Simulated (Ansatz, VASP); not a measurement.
# CaO: VASP beside Ansatz

The input INCAR:

```
SYSTEM = CaO
PREC = Accurate
ENCUT = 520
EDIFF = 1E-7
ISMEAR = -1
SIGMA = 0.05
LREAL = .False.
LASPH = .True.
NELM = 80
ALGO = Normal
ISIF = 2
LWAVE = .False.
LCHARG = .False.
GGA = RE
NBANDS = 15
```

KPOINTS

```
Automatic mesh
0
Gamma
  10 10 10
  0 0 0
```

Contents of POSCAR:

```
CaO
1.0
    0.0000000000      2.4035556960      2.4035556960
    2.4035556960      0.0000000000      2.4035556960
    2.4035556960      2.4035556960      0.0000000000
Ca O
1 1
Direct
    0.0000000000      0.0000000000      0.0000000000
    0.5000000000      0.5000000000      0.5000000000
```

input.yaml

```yaml
crystal:
  lattice:
    - [0.0, 2.403555696, 2.403555696]
    - [2.403555696, 0.0, 2.403555696]
    - [2.403555696, 2.403555696, 0.0]
  atoms:
    - { symbol: Ca, position: [0.0, 0.0, 0.0] }
    - { symbol: O, position: [0.5, 0.5, 0.5] }
hamiltonian:
  xc: revpbe
  pseudopotentials: { kind: paw }
kpoints:
  mp_grid: { grid: [10, 10, 10] }
  band_path:
    path:
      - [[0.0, 0.0, 0.0], [0.5, 0.0, 0.5], [0.5, 0.25, 0.75], [0.375, 0.375, 0.75], [0.0, 0.0, 0.0], [0.5, 0.5, 0.5], [0.625, 0.25, 0.625], [0.5, 0.25, 0.75], [0.5, 0.5, 0.5], [0.375, 0.375, 0.75]]
      - [[0.625, 0.25, 0.625], [0.5, 0.0, 0.5]]
    npoints: 14
scf:
  occupations: { method: fermi_dirac, width: 0.05 }
  n_extra_bands: 6
output:
  forces: true
  stress: true
  eigenvalues: true
  fatbands: false
```

Alike in both runs: functional revPBE; k mesh 10 × 10 × 10; occupations fermi-dirac, width 0.05 eV; no spin polarisation.

|  | VASP | Ansatz |
| --- | --- | --- |
| version | VASP 6.6.1 | Ansatz 0.2.0 |
| potentials or method | VASP PAW PBE potentials, release 64 (Ca_sv, O) | Ansatz PAW |
| plane-wave cutoff (eV) | 520 | 420 |
| valence electrons in the cell | 16 | 16 |
| task | single point | band structure |

```tsv
	VASP	Ansatz	Ansatz less VASP
gap on the k mesh at the Fermi level (eV)	3.72	3.74	+0.019
least direct gap on the mesh (eV)	4.09	4.11	+0.018
pressure (GPa)	5.0	4.4	-0.59
```

VASP's potentials were made for PBE, not for revPBE.
